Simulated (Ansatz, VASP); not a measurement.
**Te in VASP and in Ansatz**

The input INCAR:

```
PREC = Accurate ; ENCUT = 520
EDIFF = 1E-7 ; ISMEAR = -1
SIGMA = 0.08 ; LREAL = F
LASPH = T ; NELM = 100
ALGO = Normal ; ISIF = 2
LWAVE = F ; LCHARG = F
GGA = PE ; NBANDS = 16
```

The input KPOINTS:

```
Automatic mesh
0
Gamma
  9 9 6
```

POSCAR

```
Te
1.0
    4.3977488370      0.0000000000      0.0000000000
   -2.1988744185      3.8085622123      0.0000000000
    0.0000000000      0.0000000000      5.8449226162
Te
3
Direct
    0.7450000000      0.0000000000      0.3333333333
    0.0000000000      0.7450000000      0.6666666667
    0.2550000000      0.2550000000      0.0000000000
```

Input for Ansatz:

```yaml
crystal:
  lattice:
    - [4.397748837, 0.0, 0.0]
    - [-2.1988744185, 3.8085622123, 0.0]
    - [0.0, 0.0, 5.8449226162]
  atoms:
    - { symbol: Te, position: [0.745, 0.0, 0.3333333333] }
    - { symbol: Te, position: [0.0, 0.745, 0.6666666667] }
    - { symbol: Te, position: [0.255, 0.255, 0.0] }
kpoints:
  mp_grid: { grid: [9, 9, 6] }
  band_path:
    path:
      - [0.0, 0.0, 0.0]
      - [0.5, 0.0, 0.0]
      - [0.3333333333, 0.3333333333, 0.0]
      - [0.0, 0.0, 0.0]
      - [0.0, 0.0, 0.5]
      - [0.5, 0.0, 0.5]
      - [0.3333333333, 0.3333333333, 0.5]
      - [0.0, 0.0, 0.5]
      - [0.5, 0.0, 0.5]
    npoints: 5
scf:
  occupations: { method: fermi_dirac, width: 0.08 }
hamiltonian:
  xc: pbe
  pseudopotentials: { kind: all_electron, lapw: { basis_error: 0.0005 } }
output:
  forces: true
  stress: true
  eigenvalues: true
```

Change from the starting cell: volume scaled by 0.96.

Alike in both runs: task single point; functional PBE; k mesh 9 × 9 × 6; occupations fermi-dirac, width 0.08 eV; no spin polarisation.

```csv
,VASP,Ansatz
version,VASP 6.6.1,Ansatz 0.2.0
potentials or method,"VASP PAW PBE potentials, release 64 (Te), cutoff 520 eV","all-electron LAPW, scalar-relativistic"
```

```tsv
	VASP	Ansatz	Ansatz less VASP
pressure (GPa)	5.7	5.6	-0.06
traceless stress, the component that is largest in VASP (GPa)	1.66	1.60	-0.061
rms of the force components (eV/Å)	0.548	0.531	-0.0173
```

Atom by atom the forces differ by 0.017 eV/Å (rms over components). Ansatz ran all-electron here, and VASP with PAW potentials.

Neither program's run includes spin-orbit coupling.
